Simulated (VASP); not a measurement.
# Nb (Im-3m) in VASP: notebook

Runs on Nb. Level: PBE. Tasks: single point.

Everything below comes from runs of VASP 6.6.1. Logs are shortened: lines on timing, memory, paths and dates and some standing lists are left out, and cuts for length are marked.

## 1. The cell of the first run

Symmetry: Im-3m, No. 229, cubic system. Conventional cell: a = 3.310 Å, b = 3.310 Å, c = 3.310 Å, α = 90.00°, β = 90.00°, γ = 90.00°. Nb (site symmetry m-3m) has 14 Nb at 2.87 to 3.31 Å within 3.8 Å.

## 2. Single point, PBE

INCAR reads:

```
SYSTEM = Nb
  PREC = Accurate
  ENCUT = 520
  EDIFF = 1E-6
  ISMEAR = 0
  SIGMA = 0.01
  LREAL = .FALSE.
  LASPH = .TRUE.
  NELM = 80
  ALGO = Normal
  ISIF = 2
  LWAVE = .FALSE.
  LCHARG = .TRUE.
  GGA = PE
  LELF = .TRUE.
  LVHAR = .TRUE.
  NBANDS = 12
```

KPOINTS reads:

```
regular mesh
0
G
  13 13 13
  0 0 0
```

POSCAR reads:

```
Nb
1.0
   -1.6547957147      1.6547957147      1.6547957147
    1.6547957147     -1.6547957147      1.6547957147
    1.6547957147      1.6547957147     -1.6547957147
Nb
1
Direct
    0.0000000000      0.0000000000      0.0000000000
```

Potentials or basis: VASP PAW PBE potentials, release 64 (Nb_sv).

Run with:

```sh
$ cat potpaw_PBE.64/Nb_sv/POTCAR > POTCAR
$ mpirun -np 1 vasp_std > vasp.out
```

OUTCAR:

```text
SYSTEM = Nb
   PREC = Accurate
   ENCUT = 520
   EDIFF = 1E-6
   ISMEAR = 0
   LREAL = .FALSE.
   LASPH = .TRUE.
   NELM = 80
   ISIF = 2
   GGA = PE

 ion  position               nearest neighbor table
   1  0.000  0.000  0.000-

  LATTYP: Found a body centered cubic cell.
 ALAT       =     3.3095914294

  Lattice vectors:

 A1 = (  -1.6547957147,   1.6547957147,   1.6547957147)
 A2 = (   1.6547957147,  -1.6547957147,   1.6547957147)
 A3 = (   1.6547957147,   1.6547957147,  -1.6547957147)

Analysis of symmetry for initial positions (statically):
=====================================================================
 Subroutine PRICEL returns:
 Original cell was already a primitive cell.

 Routine SETGRP: Setting up the symmetry group for a
 body centered cubic supercell.

 Subroutine GETGRP returns: Found 48 space group operations
 (whereof 48 operations were pure point group operations)
 out of a pool of 48 trial point group operations.

The static configuration has the point symmetry O_h .

Analysis of symmetry for dynamics (positions and initial velocities):
=====================================================================
 Subroutine PRICEL returns:
 Original cell was already a primitive cell.

 Routine SETGRP: Setting up the symmetry group for a
 body centered cubic supercell.

 Subroutine GETGRP returns: Found 48 space group operations
 (whereof 48 operations were pure point group operations)
 out of a pool of 48 trial point group operations.

The dynamic configuration has the point symmetry O_h .

 Subroutine INISYM returns: Found 48 space group operations
 (whereof 48 operations are pure point group operations),
 and found     1 'primitive' translations

----------------------------------------------------------------------------------------

                                     Primitive cell

  volume of cell :      18.1256

  direct lattice vectors                    reciprocal lattice vectors
    -1.654795715  1.654795715  1.654795715     0.000000000  0.302152100  0.302152100
     1.654795715 -1.654795715  1.654795715     0.302152100  0.000000000  0.302152100
     1.654795715  1.654795715 -1.654795715     0.302152100  0.302152100  0.000000000

  length of vectors
     2.866190254  2.866190254  2.866190254     0.427307597  0.427307597  0.427307597

  position of ions in fractional coordinates (direct lattice)
     0.000000000  0.000000000  0.000000000

  ion indices of the primitive-cell ions
   primitive index   ion index
                 1           1

----------------------------------------------------------------------------------------

 KPOINTS: regular mesh

Automatic generation of k-mesh.
 Grid dimensions read from file:
 generate k-points for:   13   13   13

 Generating k-lattice:

  Cartesian coordinates                     Fractional coordinates (reciprocal lattice)
     0.000000000  0.023242469  0.023242469     0.076923077  0.000000000  0.000000000
     0.023242469  0.000000000  0.023242469     0.000000000  0.076923077  0.000000000
     0.023242469  0.023242469  0.000000000     0.000000000  0.000000000  0.076923077

  Length of vectors
     0.032869815  0.032869815  0.032869815

  Shift w.r.t. Gamma in fractional coordinates (k-lattice)
     0.000000000  0.000000000  0.000000000

 Subroutine IBZKPT returns following result:
 ===========================================

 Found     84 irreducible k-points:

 Following reciprocal coordinates:
            Coordinates               Weight
  0.000000  0.000000  0.000000      1.000000
  0.076923  0.000000  0.000000     12.000000
  0.153846  0.000000  0.000000     12.000000
  0.230769  0.000000  0.000000     12.000000
  0.307692  0.000000  0.000000     12.000000
  0.384615  0.000000  0.000000     12.000000
[... 16 lines left out ...]
  0.153846  0.076923  0.076923     24.000000
  0.230769  0.076923  0.076923     24.000000
 [... further k-points ...]
   k-points           NKPTS =     84   k-points in BZ     NKDIM =     84   number of bands    NBANDS=     12
   number of dos      NEDOS =    301   number of ions     NIONS =      1
   total plane-waves  NPLWV =  13824
   dimension x,y,z NGX =    24 NGY =   24 NGZ =   24
   dimension x,y,z NGXF=    48 NGYF=   48 NGZF=   48
   ions per type =               1
   NGX,Y,Z   is equivalent  to a cutoff of  13.92, 13.92, 13.92 a.u.
   NGXF,Y,Z  is equivalent  to a cutoff of  27.84, 27.84, 27.84 a.u.
 SYSTEM =  Nb
   PREC   = accura    normal or accurate (medium, high low for compatibility)
   ISTART =      0    job   : 0-new  1-cont  2-samecut
   ICHARG =      2    charge: 1-file 2-atom 10-const
   ISPIN  =      1    spin polarized calculation?
   LNONCOLLINEAR =      F non collinear calculations
   LSORBIT =      F    spin-orbit coupling
   LASPH  =      T    aspherical Exc in radial PAW
   ENCUT  =  520.0 eV  38.22 Ry    6.18 a.u.   5.33  5.33  5.33*2*pi/ulx,y,z
   NELM   =     80;   NELMIN=  2; NELMDL= -5     # of ELM steps
   EDIFF  = 0.1E-05   stopping-criterion for ELM
   LREAL  =      F    real-space projection
   EDIFFG = 0.1E-04   stopping-criterion for IOM
   NSW    =      0    number of steps for IOM
   IBRION =     -1    ionic relax: 0-MD 1-quasi-New 2-CG
   NFREE  =      0    steps in history (QN), initial steepest desc. (CG)
   ISIF   =      2    stress and relaxation
   ISYM   =      2    0-nonsym 1-usesym 2-fastsym
   POTIM  = 0.5000    time-step for ionic-motion
   TEBEG  =    0.0;   TEEND  =   0.0 temperature during run
   PSTRESS=    0.0 pullay stress
   NELECT =      13.0000    total number of electrons
   NUPDOWN=      -1.0000    fix difference up-down
   EMIN   =  10.00;   EMAX   =-10.00  energy-range for DOS
   EFERMI =   0.00;   METHOD = LEGACY
   ISMEAR =     0;   SIGMA  =   0.01  broadening in eV -4-tet -1-fermi 0-gaus
   EFERMI_NEDOS =   21; number of points for ismear=-14 and -15
   IALGO  =     38    algorithm
   IMIX   =      4    mixing-type and parameters
     AMIX     =   0.40;   BMIX     =  1.00
     AMIX_MAG =   1.60;   BMIX_MAG =  1.00
  volume/ion in A,a.u.               =      18.13       122.32
  Fermi-wavevector in a.u.,A,eV,Ry     =   1.465407  2.769217 29.217387  2.147417
  Thomas-Fermi vector in A             =   2.581267
   LORBIT       =      0    0 simple, 1 ext, 2 COOP (PROOUT), +10 PAW based schemes
   GGA     = PE    functional components
   LHFCALC =     F    Hartree Fock is set to
   AEXX    =    0.0000 exact exchange contribution
   IVDW    =     0    specifies the selected vdW correction
   LEPSILON=     F    determine dielectric tensor
   LRPA    =     F    only Hartree local field effects (RPA)
 non-spin polarized calculation
 Gauss-broadening in eV      SIGMA  =   0.01
  energy-cutoff  :      520.00
  volume of cell :       18.13
 maximum number of plane-waves:       496
 NGX is ok and might be reduce to    24
   NGX = 11   NGY = 11   NGZ = 11

 number of electron      13.0000000 magnetization

 Free energy of the ion-electron system (eV)
  ---------------------------------------------------
  ext. energy  EPLUGINS =         0.00000000
  ---------------------------------------------------
  free energy    TOTEN  =       -10.22263040 eV

  energy without entropy =      -10.22253540  energy(sigma->0) =      -10.22258290

 E-fermi :  11.1093     XC(G=0): -12.4672

 val. band max:       11.1088443321   @ k =   0.3077   0.1538   0.1538
 cond. band min:      11.1178436751   @ k =   0.0769   0.0769   0.0000
 fundamental gap:      0.0089993431
 Fermi energy:        11.1092703330

 k-point     1 :       0.0000    0.0000    0.0000
  band No.  band energies     occupation
      1     -43.2814      2.00000
      2     -18.5923      2.00000
      3     -18.5923      2.00000
      4     -18.5923      2.00000
      5       5.1586      2.00000
      6      11.4617      0.00000
      7      11.4617      0.00000
      8      11.4617      0.00000
      9      14.3504      0.00000
     10      14.3504      0.00000
     11      25.2944      0.00000
     12      25.2944      0.00000

 k-point     2 :       0.0769    0.0000    0.0000
  band No.  band energies     occupation
      1     -43.2680      2.00000
      2     -18.6744      2.00000
      3     -18.6173      2.00000
      4     -18.5930      2.00000
      5       5.3999      2.00000
      6      11.3139      0.00000
      7      11.4236      0.00000
      8      11.6930      0.00000
      9      14.1315      0.00000
     10      14.3514      0.00000
     11      25.4879      0.00000
     12      25.7130      0.00000

 k-point     3 :       0.1538    0.0000    0.0000
  band No.  band energies     occupation
      1     -43.2307      2.00000
      2     -18.8975      2.00000
      3     -18.6858      2.00000
      4     -18.5949      2.00000
      5       6.0602      2.00000
      6      10.9332      2.00000
      7      11.2465      0.00000
      8      12.3705      0.00000
      9      13.8011      0.00000
     10      14.3759      0.00000
     11      25.8408      0.00000
     12      26.8968      0.00000
[... 286 lines left out ...]
 k-point    23 :       0.1538    0.0769    0.0769
  band No.  band energies     occupation
      1     -43.1605      2.00000
      2     -19.3011      2.00000
      3     -18.7530      2.00000
      4     -18.6591      2.00000
      5       7.3197      2.00000
      6      10.2839      2.00000
      7      10.4412      2.00000
      8      14.0096      0.00000
      9      14.3659      0.00000
     10      14.4129      0.00000
     11      26.2390      0.00000
     12      26.9880      0.00000

 k-point    24 :       0.2308    0.0769    0.0769
  band No.  band energies     occupation
      1     -43.1089      2.00000
      2     -19.5433      2.00000
      3     -18.8813      2.00000
      4     -18.6682      2.00000
      5       7.9531      2.00000
      6       9.8774      2.00000
      7      10.5730      2.00000
      8      14.1651      0.00000
      9      14.6802      0.00000
     10      15.8367      0.00000
     11      25.0722      0.00000
     12      25.7459      0.00000

 [... further k-points ...]

------------------------ aborting loop because EDIFF is reached ----------------------------------------

  FORCE on cell =-STRESS in cart. coord.  units (eV):
  Direction    XX          YY          ZZ          XY          YZ          ZX
  --------------------------------------------------------------------------------------
  -------------------------------------------------------------------------------------
  Total       -0.0756423     -0.0756423     -0.0756423     -0.0000000     -0.0000000      0.0000000
  in kB       -6.6862445     -6.6862445     -6.6862445     -0.0000000     -0.0000000      0.0000000
  external PRESSURE =      -6.6862445 kB  Pullay stress =       0.0000000 kB

 VOLUME and BASIS-vectors are now :
 -----------------------------------------------------------------------------
  energy-cutoff  :      520.00
  volume of cell :       18.13
      direct lattice vectors                 reciprocal lattice vectors
    -1.654795715  1.654795715  1.654795715     0.000000000  0.302152100  0.302152100
     1.654795715 -1.654795715  1.654795715     0.302152100  0.000000000  0.302152100
     1.654795715  1.654795715 -1.654795715     0.302152100  0.302152100  0.000000000

 POSITION                                       TOTAL-FORCE (eV/Angst)
 -----------------------------------------------------------------------------------
      0.00000      0.00000      0.00000        -0.000000      0.000000      0.000000
 -----------------------------------------------------------------------------------
    total drift:                                0.000000      0.000000     -0.000000

  FREE ENERGIE OF THE ION-ELECTRON SYSTEM (eV)
  ---------------------------------------------------
  free  energy   TOTEN  =       -10.2226304008 eV

  energy  without entropy=      -10.2225354041  energy(sigma->0) =      -10.22258290
```

It took 6.7 s on 1 thread of Intel Xeon 6975P-C (Granite Rapids), shared host; peak memory 0.15 GiB.

Results:

| Quantity | Value |
| --- | --- |
| Free energy | -10.2226 eV |
| Pressure | -0.7 GPa |

## 3. Single point, PBE

INCAR reads:

```
SYSTEM = Nb
PREC = Accurate
ENCUT = 520
EDIFF = 1E-6
ISMEAR = 0
SIGMA = 0.03
LREAL = .FALSE.
LASPH = .TRUE.
NELM = 100
ALGO = Normal
ISIF = 2
LWAVE = .FALSE.
LCHARG = .FALSE.
GGA = PE
NBANDS = 12
```

KPOINTS reads:

```
Automatic mesh
0
G
  13 13 13
  0 0 0
```

POSCAR is that of step 2.

Potentials or basis: VASP PAW PBE potentials, release 64 (Nb_sv).

Run with:

```sh
$ cat potpaw_PBE.64/Nb_sv/POTCAR > POTCAR
$ mpirun -np 1 vasp_std > vasp.out
```

Run time: 5.9 s. Hardware: 1 thread of Intel Xeon 6975P-C (Granite Rapids), shared host; peak memory 0.14 GiB.

It converged, with:

```yaml
Free_energy: -10.2229 eV
Pressure: -0.8 GPa
```

Levels at points of the mesh, in eV from the Fermi level:
```csv
k point,band 4,band 5,band 6,band 7,band 8,band 9
"(0.00, 0.00, 0.00)",-29.69,-5.95,0.36,0.36,0.36,3.25
```

## 4. Single point, PBE

INCAR reads:

```
PREC = Accurate ; ENCUT = 520
EDIFF = 1E-6 ; ISMEAR = 0
SIGMA = 0.1 ; LREAL = F
LASPH = T ; NELM = 60
ALGO = Normal ; ISIF = 2
LWAVE = F ; LCHARG = F
GGA = PE ; NBANDS = 12
```

KPOINTS reads:

```
Automatic mesh
0
Gamma
  13 13 13
```

POSCAR is that of step 3.

Run with:

```sh
$ cat potpaw_PBE.64/Nb_sv/POTCAR > POTCAR
$ mpirun -np 1 vasp_std > vasp.out
```

It took 6 s on 1 thread of Intel Xeon 6975P-C (Granite Rapids), shared host; peak memory 0.14 GiB.

Results (log left out):

| Quantity | Value |
| --- | --- |
| Free energy | -10.2251 eV |
| Pressure | -0.8 GPa |

Levels at points of the mesh, in eV from the Fermi level:
```csv
k point,band 3,band 4,band 5,band 6,band 7,band 8,band 9,band 10
"(0.00, 0.00, 0.00)",-29.69,-29.69,-5.94,0.36,0.36,0.36,3.25,3.25
```

## 5. Single point, PBE

INCAR reads:

```
SYSTEM = Nb
ALGO     = Normal         ! electronic algorithm
EDIFF    = 1E-6           ! SCF threshold, eV
ENCUT    = 520            ! plane-wave cutoff, eV
GGA      = PE             ! functional
ISIF     = 2              ! what is computed and relaxed
ISMEAR   = 0              ! smearing method
LASPH    = .True.         ! aspherical terms in the spheres
LCHARG   = .False.        ! write CHGCAR
LREAL    = .False.        ! projectors in reciprocal space
LWAVE    = .False.        ! write WAVECAR
NBANDS   = 12             ! bands
NELM     = 100            ! most SCF steps
PREC     = Accurate       ! precision mode
SIGMA    = 0.2            ! smearing width, eV
```

KPOINTS reads:

```
k-points
0
Gamma
  13 13 13
  0 0 0
```

POSCAR is that of step 4.

Potentials or basis: VASP PAW PBE potentials, release 64 (Nb_sv).

Run with:

```sh
$ cat potpaw_PBE.64/Nb_sv/POTCAR > POTCAR
$ mpirun -np 1 vasp_std > vasp.out
```

OUTCAR:

```text
SYSTEM = Nb
   EDIFF = 1E-6
   ENCUT = 520
   GGA = PE
   ISIF = 2
   ISMEAR = 0
   LASPH = .True.
   LREAL = .False.
   NELM = 100
   PREC = Accurate

 ion  position               nearest neighbor table
   1  0.000  0.000  0.000-

  LATTYP: Found a body centered cubic cell.
 ALAT       =     3.3095914294

  Lattice vectors:

 A1 = (  -1.6547957147,   1.6547957147,   1.6547957147)
 A2 = (   1.6547957147,  -1.6547957147,   1.6547957147)
[... 538 lines left out ...]
     10      15.8405      0.00000
     11      25.0725      0.00000
     12      25.7477      0.00000

 [... further k-points ...]

------------------------ aborting loop because EDIFF is reached ----------------------------------------

  FORCE on cell =-STRESS in cart. coord.  units (eV):
  Direction    XX          YY          ZZ          XY          YZ          ZX
  --------------------------------------------------------------------------------------
  -------------------------------------------------------------------------------------
  Total       -0.0576940     -0.0576940     -0.0576940      0.0000000      0.0000000     -0.0000000
  in kB       -5.0997436     -5.0997436     -5.0997436      0.0000000      0.0000000     -0.0000000
  external PRESSURE =      -5.0997436 kB  Pullay stress =       0.0000000 kB

 VOLUME and BASIS-vectors are now :
 -----------------------------------------------------------------------------
  energy-cutoff  :      520.00
  volume of cell :       18.13
      direct lattice vectors                 reciprocal lattice vectors
    -1.654795715  1.654795715  1.654795715     0.000000000  0.302152100  0.302152100
     1.654795715 -1.654795715  1.654795715     0.302152100  0.000000000  0.302152100
     1.654795715  1.654795715 -1.654795715     0.302152100  0.302152100  0.000000000

 POSITION                                       TOTAL-FORCE (eV/Angst)
 -----------------------------------------------------------------------------------
      0.00000      0.00000      0.00000        -0.000000      0.000000      0.000000
 -----------------------------------------------------------------------------------
    total drift:                                0.000000      0.000000      0.000000

  FREE ENERGIE OF THE ION-ELECTRON SYSTEM (eV)
  ---------------------------------------------------
  free  energy   TOTEN  =       -10.2347155557 eV

  energy  without entropy=      -10.2067755910  energy(sigma->0) =      -10.22074557
```

OSZICAR:

```text
N       E                     dE             d eps       ncg     rms          rms(c)
DAV:   1     0.117560969497E+03    0.11756E+03   -0.71778E+03  2016   0.108E+03
DAV:   2    -0.572910481164E+01   -0.12329E+03   -0.11853E+03  2184   0.388E+02
DAV:   3    -0.103426998084E+02   -0.46136E+01   -0.43896E+01  2956   0.670E+01
DAV:   4    -0.106488704304E+02   -0.30617E+00   -0.30388E+00  2828   0.151E+01
DAV:   5    -0.106577038207E+02   -0.88334E-02   -0.88305E-02  2908   0.231E+00    0.705E+00
DAV:   6    -0.102727827823E+02    0.38492E+00   -0.59229E-01  3220   0.977E+00    0.246E+00
DAV:   7    -0.102293787178E+02    0.43404E-01   -0.17771E-01  3332   0.532E+00    0.940E-01
DAV:   8    -0.102346580814E+02   -0.52794E-02   -0.12161E-02  2432   0.145E+00    0.380E-02
DAV:   9    -0.102347058551E+02   -0.47774E-04   -0.94042E-04  3176   0.280E-01    0.416E-02
DAV:  10    -0.102347227599E+02   -0.16905E-04   -0.27680E-05  2312   0.676E-02    0.157E-02
DAV:  11    -0.102347158865E+02    0.68734E-05   -0.56828E-06  2688   0.408E-02    0.283E-03
DAV:  12    -0.102347155557E+02    0.33082E-06   -0.19671E-07  1404   0.592E-03
   1 F= -.10234716E+02 E0= -.10220746E+02  d E =-.279400E-01
```

stdout:

```text
POSCAR found type information on POSCAR Nb
 POSCAR found :  1 types and       1 ions
 scaLAPACK will be used
 LDA part: xc-table for (Slater+PW92), standard interpolation
 POSCAR, INCAR and KPOINTS ok, starting setup
 FFT: planning ... GRIDC
 FFT: planning ... GRID_SOFT
 FFT: planning ... GRID
 WAVECAR not read
 entering main loop
```

Run time: 5.9 s. Hardware: 1 thread of Intel Xeon 6975P-C (Granite Rapids), shared host; peak memory 0.14 GiB.

What came out:

* Free energy: -10.2347 eV
* Pressure: -0.5 GPa

## 6. Overview

```tsv
smearing	gap on the mesh (eV)	pressure (GPa)
gaussian 0.01 eV	none	-0.7
gaussian 0.03 eV	none	-0.8
gaussian 0.1 eV	none	-0.8
gaussian 0.2 eV	none	-0.5
```

Alike in all rows: task single point; level PBE; potentials or basis VASP PAW PBE potentials, release 64 (Nb_sv); no spin polarisation; cell as given; k mesh 13 × 13 × 13; cutoff (eV) 520.

Every run on the cell as given and a fine mesh finds a metal.

Absolute energies hang on the potentials; compare differences alone.
